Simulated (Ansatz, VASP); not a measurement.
Two plane-wave programs on Se

```
Se
1.0
     3.21176    0.00000    0.00000
    -1.60588    2.78147    0.00000
     0.00000    0.00000    3.00099
Se
1
Direct
  0.00000 0.00000 0.00000
```

Alike in both runs: task single point; functional r2SCAN; k mesh 6 × 6 × 6; occupations gaussian, width 0.1 eV; no spin polarisation.

```csv
,VASP,Ansatz
version,VASP 6.6.1,Ansatz 0.2.0
potentials or method,"VASP PAW PBE potentials, release 64 (Se), cutoff 520 eV","scalar-relativistic, plane waves, PAW"
valence electrons in the cell,6,16
```

Ansatz gave:

```
gap on the k mesh at the Fermi level (eV)                     : none
pressure (GPa)                                                : -10.0
traceless stress, the component that is largest in VASP (GPa) : -1.72
```

Task: Which values does VASP return?

Result: gap on the k mesh at the Fermi level (eV): none; pressure (GPa): -10.1; traceless stress, the component that is largest in VASP (GPa): -1.70.

VASP's potentials were made for PBE, not for r2SCAN. A gap of «none» marks a metal or a gap that the smearing closes. VASP's potentials hold 6 valence electrons a cell and Ansatz's 16, so a difference there can come from the potentials and not from the codes.

The k mesh is coarse, so the values compare programs but aren't converged.
